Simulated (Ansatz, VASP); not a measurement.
# Two plane-wave programs on BP

File INCAR:

```
SYSTEM = BP
ALGO = Normal
EDIFF = 1E-6
ENCUT = 500
GGA = PS
GGA_COMPAT = .FALSE.
ISIF = 2
ISMEAR = 0
LASPH = .TRUE.
LCHARG = .TRUE.
LELF = .TRUE.
LREAL = .FALSE.
LVHAR = .TRUE.
LWAVE = .FALSE.
NBANDS = 11
NELM = 120
PREC = Accurate
SIGMA = 0.05
```

File KPOINTS:

```
k-points
0
G
  6 6 6
  0 0 0
```

The input POSCAR:

```
BP
1.0
    0.0000000000      2.2683156724      2.2683156724
    2.2683156724      0.0000000000      2.2683156724
    2.2683156724      2.2683156724      0.0000000000
B P
1 1
Direct
    0.0000000000      0.0000000000      0.0000000000
    0.2500000000      0.2500000000      0.2500000000
```

Input for Ansatz:

```yaml
crystal:
  lattice:
    - [0.0, 2.2683156724, 2.2683156724]
    - [2.2683156724, 0.0, 2.2683156724]
    - [2.2683156724, 2.2683156724, 0.0]
  atoms:
    - { symbol: B, position: [0.0, 0.0, 0.0] }
    - { symbol: P, position: [0.25, 0.25, 0.25] }
kpoints:
  mp_grid: { grid: [6, 6, 6] }
hamiltonian:
  xc: pbesol
scf:
  occupations: { method: gaussian, width: 0.05 }
  n_extra_bands: 4
output:
  forces: true
  stress: true
  eigenvalues: true
```

Alike in both runs: task single point; functional PBEsol; k mesh 6 × 6 × 6; occupations gaussian, width 0.05 eV; no spin polarisation.

```csv
,VASP,Ansatz
version,VASP 6.6.1,Ansatz 0.2.0
potentials or method,"VASP PAW PBE potentials, release 64 (B, P)",plane waves
plane-wave cutoff (eV),500,420
valence electrons in the cell,8,8
```

```csv
,VASP,Ansatz,Ansatz less VASP
gap on the k mesh at the Fermi level (eV),1.22,1.22,+0.003
pressure (GPa),-1.6,-1.7,-0.11
```

VASP's potentials were made for PBE, not for PBEsol.
